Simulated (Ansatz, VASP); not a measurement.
**One calculation of Al, two programs**

```
Al
1.0
     0.00000    1.99161    1.99161
     1.99161    0.00000    1.99161
     1.99161    1.99161    0.00000
Al
1
Direct
  0.00000 0.00000 0.00000
```

Alike in both runs: task single point; functional LDA; k mesh 14 × 14 × 14; occupations gaussian, width 0.01 eV; no spin polarisation.

```csv
,VASP,Ansatz
version,VASP 6.6.1,Ansatz 0.2.0
potentials or method,"VASP PAW LDA potentials, release 64 (Al), cutoff 520 eV","plane waves (420 eV) with PAW, scalar-relativistic"
valence electrons in the cell,3,3
```

Ansatz gave:

- pressure (GPa): -0.2

Estimate VASP's values.

pressure (GPa): -0.1.

Ansatz warns that its potentials were made for another functional, while VASP's fit it. LDA's correlation is that of Perdew and Zunger in VASP and of Perdew and Wang (1992) in Ansatz.
